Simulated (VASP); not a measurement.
Runs of VASP 6.6.1 on Y. The structure is that of space group Fm-3m (No. 225), or close to it. The cells are those of the table. 

```csv
task,cell,cutoff (eV),gap on the mesh (eV),pressure (GPa)
single point,"a = 2.584 Å, angles 60.0°, 1 atom",520,none,161.2
single point,"a = 2.583 Å, angles 60.0°, 1 atom",520,none,(a)
relaxation of cell and atoms,"relaxed to 160 GPa from a = 2.583 Å, angles 60.0°, 1 atom",600,none,160.0
relaxation of cell and atoms,"relaxed to 160 GPa from a = 2.586 Å, angles 60.0°, 1 atom",600,none,160.0
```

Alike in all rows: level LDA; potentials or basis VASP PAW LDA potentials, release 64 (Y_sv); no spin polarisation; k mesh 18 × 18 × 18; smearing fermi-dirac 0.05 eV.

Q: Estimate the missing entries.

A: (a) 161.4.

Caveats: the cell is relaxed towards a set pressure, so the enthalpy falls and the energy may rise (some runs).

A k mesh can miss the band edges, and the runs leave out spin-orbit coupling on Y.

A gap of «none» marks levels without a gap at the run's occupations.
